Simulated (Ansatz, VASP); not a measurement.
## One calculation of K2S, two programs

```xyz
3
Lattice="0.0000 3.6955 3.6955 3.6955 0.0000 3.6955 3.6955 3.6955 0.0000" Properties=species:S:1:pos:R:3 pbc="T T T"
K     1.8477    1.8477    1.8477
K     5.5432    5.5432    5.5432
S     0.0000    0.0000    0.0000
```

Alike in both runs: task single point; functional PBE; k mesh 8 × 8 × 8; occupations gaussian, width 0.05 eV; no spin polarisation.

|  | VASP | Ansatz |
| --- | --- | --- |
| version | VASP 6.6.1 | Ansatz 0.2.0 |
| potentials or method | VASP PAW PBE potentials, release 64 (K_sv, S), cutoff 500 eV | scalar-relativistic, plane waves, PAW |
| valence electrons in the cell | 24 | 24 |

VASP gave:

| Item | Value |
| --- | --- |
| gap on the k mesh at the Fermi level (eV) | 2.39 |
| least direct gap on the mesh (eV) | 2.59 |
| pressure (GPa) | 0.6 |

Problem. Which values does Ansatz return?

Solution. gap on the k mesh at the Fermi level (eV): 2.40; least direct gap on the mesh (eV): 2.60; pressure (GPa): 0.6.
